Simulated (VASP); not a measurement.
# Re (Fm-3m) in VASP: a series of runs

The runs below take Re through single point, relaxation of cell and atoms, with LDA.

Program: VASP 6.6.1. These are calculated values, not measurements. Logs are shortened: lines on timing, memory, paths and dates and some standing lists are left out, and cuts for length are marked.

### 1 The cell of the first run

It takes space group Fm-3m (No. 225, cubic). Conventional cell: a = 3.861 Å, b = 3.861 Å, c = 3.861 Å, α = 90.00°, β = 90.00°, γ = 90.00°. Re (site symmetry m-3m) has 12 Re at 2.73 Å within 3.6 Å.

### 2 Single point, LDA

Input file INCAR:

```
SYSTEM = Re
PREC = Accurate
ENCUT = 520
EDIFF = 1E-6
ISMEAR = 0
SIGMA = 0.1
LREAL = .False.
LASPH = .True.
NELM = 60
ALGO = Normal
ISIF = 2
LWAVE = .False.
LCHARG = .False.
NBANDS = 10
```

Input file KPOINTS:

```
Automatic mesh
0
Gamma
  18 18 18
  0 0 0
```

Input file POSCAR:

```
Re
1.0
    0.0000000000      1.9302691091      1.9302691091
    1.9302691091      0.0000000000      1.9302691091
    1.9302691091      1.9302691091      0.0000000000
Re
1
Direct
    0.0000000000      0.0000000000      0.0000000000
```

Potentials or basis: VASP PAW LDA potentials, release 64 (Re).

Launch:

```sh
cat potpaw_LDA.64/Re/POTCAR > POTCAR
mpirun -np 1 vasp_std > vasp.out
```

OUTCAR:

```text
SYSTEM = Re
   PREC = Accurate
   ENCUT = 520
   EDIFF = 1E-6
   ISMEAR = 0
   LREAL = .False.
   LASPH = .True.
   NELM = 60
   ISIF = 2

 ion  position               nearest neighbor table
   1  0.000  0.000  0.000-

  LATTYP: Found a face centered cubic cell.
 ALAT       =     3.8605382182

  Lattice vectors:

 A1 = (   0.0000000000,   1.9302691091,   1.9302691091)
 A2 = (   1.9302691091,   0.0000000000,   1.9302691091)
 A3 = (   1.9302691091,   1.9302691091,   0.0000000000)

Analysis of symmetry for initial positions (statically):
=====================================================================
 Subroutine PRICEL returns:
 Original cell was already a primitive cell.

 Routine SETGRP: Setting up the symmetry group for a
 face centered cubic supercell.

 Subroutine GETGRP returns: Found 48 space group operations
 (whereof 48 operations were pure point group operations)
 out of a pool of 48 trial point group operations.

The static configuration has the point symmetry O_h .

Analysis of symmetry for dynamics (positions and initial velocities):
=====================================================================
 Subroutine PRICEL returns:
 Original cell was already a primitive cell.

 Routine SETGRP: Setting up the symmetry group for a
 face centered cubic supercell.

 Subroutine GETGRP returns: Found 48 space group operations
 (whereof 48 operations were pure point group operations)
 out of a pool of 48 trial point group operations.

The dynamic configuration has the point symmetry O_h .

 Subroutine INISYM returns: Found 48 space group operations
 (whereof 48 operations are pure point group operations),
 and found     1 'primitive' translations

----------------------------------------------------------------------------------------

                                     Primitive cell

  volume of cell :      14.3841

  direct lattice vectors                    reciprocal lattice vectors
     0.000000000  1.930269109  1.930269109    -0.259031240  0.259031240  0.259031240
     1.930269109  0.000000000  1.930269109     0.259031240 -0.259031240  0.259031240
     1.930269109  1.930269109  0.000000000     0.259031240  0.259031240 -0.259031240

  length of vectors
     2.729812753  2.729812753  2.729812753     0.448655268  0.448655268  0.448655268

  position of ions in fractional coordinates (direct lattice)
     0.000000000  0.000000000  0.000000000

  ion indices of the primitive-cell ions
   primitive index   ion index
                 1           1

----------------------------------------------------------------------------------------

 KPOINTS: Automatic mesh

Automatic generation of k-mesh.
 Grid dimensions read from file:
 generate k-points for:   18   18   18

 Generating k-lattice:

  Cartesian coordinates                     Fractional coordinates (reciprocal lattice)
    -0.014390624  0.014390624  0.014390624     0.055555556  0.000000000  0.000000000
     0.014390624 -0.014390624  0.014390624     0.000000000  0.055555556  0.000000000
     0.014390624  0.014390624 -0.014390624     0.000000000  0.000000000  0.055555556

  Length of vectors
     0.024925293  0.024925293  0.024925293

  Shift w.r.t. Gamma in fractional coordinates (k-lattice)
     0.000000000  0.000000000  0.000000000

 Subroutine IBZKPT returns following result:
 ===========================================

 Found    195 irreducible k-points:

 Following reciprocal coordinates:
            Coordinates               Weight
  0.000000  0.000000  0.000000      1.000000
  0.055556  0.000000  0.000000      8.000000
  0.111111  0.000000  0.000000      8.000000
  0.166667  0.000000  0.000000      8.000000
  0.222222  0.000000  0.000000      8.000000
  0.277778  0.000000  0.000000      8.000000
[... 16 lines left out ...]
 -0.277778  0.055556  0.000000     24.000000
 -0.222222  0.055556  0.000000     24.000000
 [... further k-points ...]
   k-points           NKPTS =    195   k-points in BZ     NKDIM =    195   number of bands    NBANDS=     10
   number of dos      NEDOS =    301   number of ions     NIONS =      1
   total plane-waves  NPLWV =   8000
   dimension x,y,z NGX =    20 NGY =   20 NGZ =   20
   dimension x,y,z NGXF=    40 NGYF=   40 NGZF=   40
   ions per type =               1
   NGX,Y,Z   is equivalent  to a cutoff of  12.18, 12.18, 12.18 a.u.
   NGXF,Y,Z  is equivalent  to a cutoff of  24.36, 24.36, 24.36 a.u.
 SYSTEM =  Re
   PREC   = accura    normal or accurate (medium, high low for compatibility)
   ISTART =      0    job   : 0-new  1-cont  2-samecut
   ICHARG =      2    charge: 1-file 2-atom 10-const
   ISPIN  =      1    spin polarized calculation?
   LNONCOLLINEAR =      F non collinear calculations
   LSORBIT =      F    spin-orbit coupling
   LASPH  =      T    aspherical Exc in radial PAW
   ENCUT  =  520.0 eV  38.22 Ry    6.18 a.u.   5.08  5.08  5.08*2*pi/ulx,y,z
   NELM   =     60;   NELMIN=  2; NELMDL= -5     # of ELM steps
   EDIFF  = 0.1E-05   stopping-criterion for ELM
   LREAL  =      F    real-space projection
   EDIFFG = 0.1E-04   stopping-criterion for IOM
   NSW    =      0    number of steps for IOM
   IBRION =     -1    ionic relax: 0-MD 1-quasi-New 2-CG
   NFREE  =      0    steps in history (QN), initial steepest desc. (CG)
   ISIF   =      2    stress and relaxation
   ISYM   =      2    0-nonsym 1-usesym 2-fastsym
   POTIM  = 0.5000    time-step for ionic-motion
   TEBEG  =    0.0;   TEEND  =   0.0 temperature during run
   PSTRESS=    0.0 pullay stress
   NELECT =       7.0000    total number of electrons
   NUPDOWN=      -1.0000    fix difference up-down
   EMIN   =  10.00;   EMAX   =-10.00  energy-range for DOS
   EFERMI =   0.00;   METHOD = LEGACY
   ISMEAR =     0;   SIGMA  =   0.10  broadening in eV -4-tet -1-fermi 0-gaus
   EFERMI_NEDOS =   21; number of points for ismear=-14 and -15
   IALGO  =     38    algorithm
   IMIX   =      4    mixing-type and parameters
     AMIX     =   0.40;   BMIX     =  1.00
     AMIX_MAG =   1.60;   BMIX_MAG =  1.00
  volume/ion in A,a.u.               =      14.38        97.07
  Fermi-wavevector in a.u.,A,eV,Ry     =   1.287695  2.433391 22.560612  1.658158
  Thomas-Fermi vector in A             =   2.419694
   LORBIT       =      0    0 simple, 1 ext, 2 COOP (PROOUT), +10 PAW based schemes
   GGA     = CA    functional components
   LHFCALC =     F    Hartree Fock is set to
   AEXX    =    0.0000 exact exchange contribution
   IVDW    =     0    specifies the selected vdW correction
   LEPSILON=     F    determine dielectric tensor
   LRPA    =     F    only Hartree local field effects (RPA)
 non-spin polarized calculation
 Gauss-broadening in eV      SIGMA  =   0.10
  energy-cutoff  :      520.00
  volume of cell :       14.38
 maximum number of plane-waves:       397
   NGX = 11   NGY = 11   NGZ = 11

 number of electron       7.0000001 magnetization

 Free energy of the ion-electron system (eV)
  ---------------------------------------------------
  ext. energy  EPLUGINS =         0.00000000
  ---------------------------------------------------
  free energy    TOTEN  =       -13.69351272 eV

  energy without entropy =      -13.68928271  energy(sigma->0) =      -13.69139772

 E-fermi :   8.4080     XC(G=0): -13.9654

 val. band max:        8.3804392644   @ k =   0.4444   0.0000   0.0000
 cond. band min:       8.4093413282   @ k =  -0.3333   0.2778   0.0000
 fundamental gap:      0.0289020638
 Fermi energy:         8.4080160224

 k-point     1 :       0.0000    0.0000    0.0000
  band No.  band energies     occupation
      1      -1.8099      2.00000
      2       6.4071      2.00000
      3       6.4071      2.00000
      4       6.4071      2.00000
      5       9.6928      0.00000
      6       9.6928      0.00000
      7      22.3968      0.00000
      8      28.1389      0.00000
      9      28.1389      0.00000
     10      28.1389      0.00000

 k-point     2 :       0.0556    0.0000    0.0000
  band No.  band energies     occupation
      1      -1.6615      2.00000
      2       6.3055      2.00000
      3       6.4776      2.00000
      4       6.4776      2.00000
      5       9.6344      0.00000
      6       9.6344      0.00000
      7      22.6879      0.00000
      8      27.3891      0.00000
      9      28.4122      0.00000
     10      28.4122      0.00000

 k-point     3 :       0.1111    0.0000    0.0000
  band No.  band energies     occupation
      1      -1.2334      2.00000
      2       6.0456      2.00000
      3       6.6613      2.00000
      4       6.6613      2.00000
      5       9.5040      0.00000
      6       9.5040      0.00000
      7      23.4754      0.00000
      8      26.0306      0.00000
      9      29.2062      0.00000
     10      29.2062      0.00000

 k-point     4 :       0.1667    0.0000    0.0000
  band No.  band energies     occupation
      1      -0.5831      2.00000
      2       5.7460      2.00000
      3       6.8624      2.00000
      4       6.8624      2.00000
      5       9.4379      0.00000
      6       9.4379      0.00000
      7      24.0293      0.00000
      8      25.2674      0.00000
      9      30.4532      0.00000
     10      30.4532      0.00000

 k-point     5 :       0.2222    0.0000    0.0000
  band No.  band energies     occupation
      1       0.1717      2.00000
      2       5.5765      2.00000
      3       6.9301      2.00000
      4       6.9301      2.00000
      5       9.6255      0.00000
      6       9.6255      0.00000
      7      23.0329      0.00000
      8      26.1646      0.00000
      9      32.0556      0.00000
     10      32.0559      0.00000

 k-point     6 :       0.2778    0.0000    0.0000
  band No.  band energies     occupation
      1       0.8372      2.00000
      2       5.7467      2.00000
      3       6.8071      2.00000
      4       6.8071      2.00000
      5      10.1375      0.00000
      6      10.1375      0.00000
      7      21.9367      0.00000
      8      26.3021      0.00000
      9      33.0847      0.00000
     10      33.6902      0.00000
[... 183 lines left out ...]
 k-point    21 :      -0.3889    0.0556    0.0000
  band No.  band energies     occupation
      1       1.5138      2.00000
      2       6.1980      2.00000
      3       6.4052      2.00000
      4       7.5282      2.00000
      5      11.4578      0.00000
      6      12.4149      0.00000
      7      19.7350      0.00000
      8      23.0723      0.00000
      9      29.2003      0.00000
     10      30.5077      0.00000

 k-point    22 :      -0.3333    0.0556    0.0000
  band No.  band energies     occupation
      1       1.4364      2.00000
      2       6.4190      2.00000
      3       6.5230      2.00000
      4       6.5933      2.00000
      5      10.6541      0.00000
      6      11.7602      0.00000
      7      20.7877      0.00000
      8      24.4620      0.00000
      9      30.3627      0.00000
     10      32.3954      0.00000

 k-point    23 :      -0.2778    0.0556    0.0000
  band No.  band energies     occupation
      1       1.1370      2.00000
      2       5.7547      2.00000
      3       6.6734      2.00000
      4       6.8289      2.00000
      5       9.8549      0.00000
      6      11.0071      0.00000
      7      21.8120      0.00000
      8      26.0415      0.00000
      9      31.5789      0.00000
     10      32.5618      0.00000

 k-point    24 :      -0.2222    0.0556    0.0000
  band No.  band energies     occupation
      1       0.5406      2.00000
      2       5.4558      2.00000
      3       6.8821      2.00000
      4       7.0162      2.00000
      5       9.2421      0.00000
      6      10.3385      0.00000
      7      22.8827      0.00000
      8      26.5126      0.00000
      9      31.2681      0.00000
     10      32.6451      0.00000

 [... further k-points ...]

------------------------ aborting loop because EDIFF is reached ----------------------------------------

  FORCE on cell =-STRESS in cart. coord.  units (eV):
  Direction    XX          YY          ZZ          XY          YZ          ZX
  --------------------------------------------------------------------------------------
  -------------------------------------------------------------------------------------
  Total        0.1306717      0.1306717      0.1306717      0.0000000      0.0000000      0.0000000
  in kB       14.5548784     14.5548784     14.5548784      0.0000000      0.0000000      0.0000000
  external PRESSURE =      14.5548784 kB  Pullay stress =       0.0000000 kB

 VOLUME and BASIS-vectors are now :
 -----------------------------------------------------------------------------
  energy-cutoff  :      520.00
  volume of cell :       14.38
      direct lattice vectors                 reciprocal lattice vectors
     0.000000000  1.930269109  1.930269109    -0.259031240  0.259031240  0.259031240
     1.930269109  0.000000000  1.930269109     0.259031240 -0.259031240  0.259031240
     1.930269109  1.930269109  0.000000000     0.259031240  0.259031240 -0.259031240

 POSITION                                       TOTAL-FORCE (eV/Angst)
 -----------------------------------------------------------------------------------
      0.00000      0.00000      0.00000         0.000000     -0.000000      0.000000
 -----------------------------------------------------------------------------------
    total drift:                               -0.000000     -0.000000     -0.000000

  FREE ENERGIE OF THE ION-ELECTRON SYSTEM (eV)
  ---------------------------------------------------
  free  energy   TOTEN  =       -13.6935127176 eV

  energy  without entropy=      -13.6892827135  energy(sigma->0) =      -13.69139772
```

It took 26 s on 1 thread of Oxide Virtual Turin-like, shared host; peak memory 0.11 GiB.

Results:

| Quantity | Value |
| --- | --- |
| Free energy | -13.6935 eV |
| Pressure | 1.5 GPa |

Levels at points of the mesh, in eV from the Fermi level:
```
           k point  band 1  band 2  band 3  band 4  band 5  band 6  band 7  band 8
(0.00, 0.00, 0.00)  -10.22   -2.00   -2.00   -2.00    1.28    1.28   13.99   19.73
(0.50, 0.00, 0.00)   -7.03   -2.23   -2.23    0.39    3.95    3.95   10.34   13.50
(0.50, 0.50, 0.00)   -7.04   -6.16    3.03    3.89    4.74    4.74   12.53   12.53
```

Caveat: spin-orbit coupling is left out, which moves the levels of the heavy elements.

### 3 Relaxation of cell and atoms, LDA

Input file INCAR:

```
SYSTEM = Re
PREC = Accurate
ENCUT = 600
EDIFF = 1E-6
ISMEAR = 0
SIGMA = 0.1
LREAL = .False.
LASPH = .True.
NELM = 60
ALGO = Normal
ISIF = 3
LWAVE = .False.
LCHARG = .False.
GGA = CA
IBRION = 2
NSW = 100
EDIFFG = -0.005
```

KPOINTS is that of step 2.

Input file POSCAR:

```
Re
1.0
    0.0000000000      1.9291695110      1.9291695110
    1.9291695110      0.0000000000      1.9291695110
    1.9291695110      1.9291695110      0.0000000000
Re
1
Direct
    0.0000000000      0.0000000000      0.0000000000
```

Potentials or basis: VASP PAW LDA potentials, release 64 (Re).

Launch:

```sh
cat potpaw_LDA.64/Re/POTCAR > POTCAR
mpirun -np 1 vasp_std > vasp.out
```

OUTCAR:

```text
SYSTEM = Re
   PREC = Accurate
   ENCUT = 600
   EDIFF = 1E-6
   ISMEAR = 0
   LREAL = .False.
   LASPH = .True.
   NELM = 60
   ISIF = 3
   GGA = CA
   IBRION = 2
   NSW = 100
   EDIFFG = -0.005

 ion  position               nearest neighbor table
   1  0.000  0.000  0.000-

  LATTYP: Found a face centered cubic cell.
 ALAT       =     3.8583390220

  Lattice vectors:

 A1 = (   0.0000000000,   1.9291695110,   1.9291695110)
 A2 = (   1.9291695110,   0.0000000000,   1.9291695110)
 A3 = (   1.9291695110,   1.9291695110,   0.0000000000)

Analysis of symmetry for initial positions (statically):
=====================================================================
 Subroutine PRICEL returns:
[... 252 lines left out ...]

 val. band max:        8.3544111931   @ k =   0.5000   0.3889   0.0556
 cond. band min:       8.3604282833   @ k =  -0.3333   0.2778   0.0000
 fundamental gap:      0.0060170902
 Fermi energy:         8.3568610939

 k-point     1 :       0.0000    0.0000    0.0000
  band No.  band energies     occupation
      1      -1.8335      2.00000
      2       6.3682      2.00000
      3       6.3682      2.00000
      4       6.3682      2.00000
      5       9.6349      0.00000
      6       9.6349      0.00000
      7      22.3436      0.00000
[... 221 lines left out ...]
 k-point    24 :      -0.2222    0.0556    0.0000
  band No.  band energies     occupation
      1       0.5096      2.00000
      2       5.4197      2.00000
      3       6.8408      2.00000
      4       6.9744      2.00000
      5       9.1882      0.00000
      6      10.2777      0.00000
      7      22.8162      0.00000

 [... further k-points ...]

------------------------ aborting loop because EDIFF is reached ----------------------------------------

  FORCE on cell =-STRESS in cart. coord.  units (eV):
  Direction    XX          YY          ZZ          XY          YZ          ZX
  --------------------------------------------------------------------------------------
  -------------------------------------------------------------------------------------
  Total       -0.0017615     -0.0017615     -0.0017615      0.0000000      0.0000000      0.0000000
  in kB       -0.1954525     -0.1954525     -0.1954525      0.0000000      0.0000000      0.0000000
  external PRESSURE =      -0.1954525 kB  Pullay stress =       0.0000000 kB
[... 16 lines left out ...]
  FREE ENERGIE OF THE ION-ELECTRON SYSTEM (eV)
  ---------------------------------------------------
  free  energy   TOTEN  =       -13.6944961903 eV

  energy  without entropy=      -13.6902245294  energy(sigma->0) =      -13.69236036

 reached required accuracy - stopping structural energy minimisation
```

CONTCAR:

```text
Re
   1.00000000000000
     0.0000000000000000    1.9327549782775770    1.9327549782775770
     1.9327549782775770    0.0000000000000000    1.9327549782775770
     1.9327549782775770    1.9327549782775770   -0.0000000000000000
  Re
     1
Direct
     0.0000000000000000    0.0000000000000000    0.0000000000000000

  0.00000000E+00  0.00000000E+00  0.00000000E+00
```

Wall time 73 s (1 thread of Oxide Virtual Turin-like, shared host); peak memory 0.12 GiB.

Results:

```
Free energy                            : -13.6945 eV
Relaxed volume                         : 14.44 Å³/atom
Relaxed cell                           : a = 2.733 Å, b = 2.733 Å, c = 2.733 Å, α = 60.00°, β = 60.00°, γ = 60.00°
Space group after relaxing (to 0.05 Å) : Fm-3m (No. 225)
Energy gained by relaxing              : 0.6 meV/atom
Ionic steps                            : 3
Pressure after relaxing                : 0.0 GPa
```

Step by step:
```tsv
step	energy change (eV)	largest force (eV/Å)	pressure (GPa)	volume (Å³)
1	0.0000	0.0000	2.27	14.36
2	0.0096	0.0000	-9.21	14.79
3	-0.0006	0.0000	-0.02	14.44
```

Final structure:
```
Re
1.0
     0.00000    1.93275    1.93275
     1.93275    0.00000    1.93275
     1.93275    1.93275    0.00000
Re
1
Cartesian
  0.0000 0.0000 0.0000
```

Levels at points of the mesh, in eV from the Fermi level:
```csv
k point,band 1,band 2,band 3,band 4,band 5,band 6,band 7
"(0.00, 0.00, 0.00)",-10.19,-1.99,-1.99,-1.99,1.28,1.28,13.99
"(0.50, 0.00, 0.00)",-7.00,-2.21,-2.21,0.39,3.93,3.93,10.28
"(0.50, 0.50, 0.00)",-7.00,-6.12,3.02,3.87,4.71,4.71,12.50
```

Caveat: spin-orbit coupling is left out, which moves the levels of the heavy elements.
